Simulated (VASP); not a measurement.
Input of a VASP 6.6.1 run:

Contents of INCAR:

```
PREC = Accurate
ENCUT = 520
EDIFF = 1E-7
ISMEAR = -1
SIGMA = 0.05
LREAL = F
LASPH = T
NELM = 100
ALGO = Normal
ISIF = 2
LWAVE = F
LCHARG = T
GGA = PS
LELF = T
LVHAR = T
NBANDS = 9
```

The input KPOINTS:

```
Automatic mesh
0
Gamma
  9 9 9
```

Contents of POSCAR:

```
Te
1.0
    2.3626195808      1.3640590510      1.3149473453
   -2.3626195808      1.3640590510      1.3149473453
    0.0000000000     -2.7281181019      1.3149473453
Te
1
Direct
    0.5000000000      0.5000000000      0.5000000000
```

Potentials or basis: VASP PAW PBE potentials, release 64 (Te).

The run is started by

```bash
$ cat potpaw_PBE.64/Te/POTCAR > POTCAR
$ mpirun -np 1 vasp_std > vasp.out
```

Task: Predict the band gap on the k mesh.

Result: Zero (band 3 reaches 12.71 eV, above the bottom of band 4 at 6.39 eV).

Task: Estimate the pressure.

Result: 10.1 GPa.

Stress tensor (GPa, compression positive):
```
10.12  0.00  0.00
 0.00 10.12  0.00
 0.00  0.00  9.98
```

Caveat: the PAW data sets were made with another functional, which shifts forces and pressure a little; spin-orbit coupling is left out, which moves the levels of the heavy elements.
